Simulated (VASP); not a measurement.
## Ti4O: single point with PBEsol

System: Ti4O, a slab with vacuum.

```
CELL_PARAMETERS angstrom
2.86791 0.00000 0.00000
-1.43396 2.48369 0.00000
0.00000 0.00000 26.02492
ATOMIC_POSITIONS crystal
Ti 0.66667 0.33333 0.32661
Ti 0.33333 0.66667 0.41659
Ti 0.00000 0.00000 0.50803
Ti 0.66667 0.33333 0.59211
O 0.33333 0.66667 0.74297
```

```
Program             : VASP 6.6.1
Task                : single point
Functional          : PBEsol
Potentials or basis : VASP PAW PBE potentials, release 64 (Ti_sv, O)
Cutoff              : 520 eV
k mesh              : 12 × 12 × 1
Occupations         : gaussian, width 0.1 eV
Spin                : no spin polarisation
```

- Largest force: 0.541 eV/Å
- Band gap on the k mesh: zero (bands 27 and 28 overlap by 0.85 eV)

Forces on the atoms (eV/Å):
```
Ti   0.000  0.000  0.516
Ti   0.000  0.000 -0.536
Ti   0.000  0.000 -0.005
Ti   0.000  0.000  0.541
O    0.000  0.000 -0.515
```

Levels at points of the mesh, in eV from the Fermi level:
| k point | band 24 | band 25 | band 26 | band 27 | band 28 | band 29 | band 30 | band 31 |
| --- | --- | --- | --- | --- | --- | --- | --- | --- |
| (0.00, 0.00, 0.00) | 0.23 | 0.33 | 0.58 | 0.58 | 0.67 | 0.67 | 0.78 | 0.82 |
| (0.50, 0.00, 0.00) | -1.32 | -0.56 | -0.08 | 0.15 | 0.38 | 0.55 | 0.79 | 0.84 |

Wall time 2.9 min on 1 thread of Intel(R) Xeon(R) 6975P-C (Granite Rapids), on a shared host, peak memory 0.37 GiB.

Caveat: the PAW data sets were made with another functional, which shifts forces and pressure a little.
